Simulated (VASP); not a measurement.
Wanted: the native input for a VASP 6.6.1 run.

```
Task                   : single point
Functional             : PBE
Potentials or basis    : VASP PAW PBE potentials, release 64 (Al, N)
Cutoff                 : 520 eV
k mesh                 : 10 × 10 × 10
Occupations            : fermi-dirac, width 0.02 eV
Spin                   : no spin polarisation
Dipole correction      : no
Further INCAR settings : ALGO = Normal; EDIFF = 1e-06; NBANDS = 11
```

The structure of AlN lies in POSCAR:

```
AlN
1.0
   -0.0193629625      2.1873622141      2.1873622141
    2.1873622141     -0.0193629625      2.1873622141
    2.1873622141      2.1873622141     -0.0193629625
Al N
1 1
Direct
   -0.0005535533     -0.0005535533     -0.0005535533
    0.2505535533      0.2505535533      0.2505535533
```

This cell differs from its parent crystal: epitaxial 111 strain +1.0%.

These files were run (other wordings do the same):

INCAR

```
SYSTEM = AlN
PREC = Accurate
ENCUT = 520
EDIFF = 1E-6
ISMEAR = -1
SIGMA = 0.02
LREAL = .FALSE.
LASPH = .TRUE.
NELM = 60
ALGO = Normal
ISIF = 2
LWAVE = .FALSE.
LCHARG = .FALSE.
GGA = PE
NBANDS = 11
```

KPOINTS

```
Automatic mesh
0
G
  10 10 10
  0 0 0
```

Potentials or basis: VASP PAW PBE potentials, release 64 (Al, N).

Run with:

```sh
$ cat potpaw_PBE.64/Al/POTCAR potpaw_PBE.64/N/POTCAR > POTCAR
$ mpirun -np 1 vasp_std > vasp.out
```

Results of the run:

```json
{"Pressure": "0.9 GPa", "Largest force": "0.014 eV/Å", "Band gap on the k mesh": "3.23 eV, indirect (least direct gap 3.96 eV)"}
```

Caveat: the cell differs from its parent crystal (epitaxial 111 strain +1.0%).

It took 8.1 s on 1 thread of Intel(R) Xeon(R) 6975P-C (Granite Rapids), on a shared host, peak memory 0.15 GiB.
